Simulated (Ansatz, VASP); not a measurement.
## BaS in VASP and in Ansatz

```xyz
4
Lattice="5.1994 0.0000 0.0000 -2.5997 4.5028 0.0000 0.0000 0.0000 6.3833" Properties=species:S:1:pos:R:3 pbc="T T T"
Ba    0.0000    3.0019   -0.3990
Ba    2.5997    1.5009    2.7927
S     0.0000    3.0019    2.7927
S     2.5997    1.5009    5.9844
```

Change from the starting cell: biaxial_xy strain -3.4%.

Alike in both runs: task single point; functional PBE; k mesh 6 × 6 × 4; occupations fermi-dirac, width 0.02 eV; no spin polarisation.

|  | VASP | Ansatz |
| --- | --- | --- |
| version | VASP 6.6.1 | Ansatz 0.2.0 |
| potentials or method | VASP PAW PBE potentials, release 64 (Ba_sv, S) | plane waves, PAW |
| plane-wave cutoff (eV) | 520 | 420 |
| valence electrons in the cell | 32 | 32 |

|  | VASP | Ansatz | Ansatz less VASP |
| --- | --- | --- | --- |
| gap on the k mesh at the Fermi level (eV) | 2.44 | 2.51 | +0.069 |
| pressure (GPa) | 3.1 | 2.5 | -0.58 |
| traceless stress, the component that is largest in VASP (GPa) | -1.55 | -1.47 | +0.073 |

Neither program's run includes spin-orbit coupling.
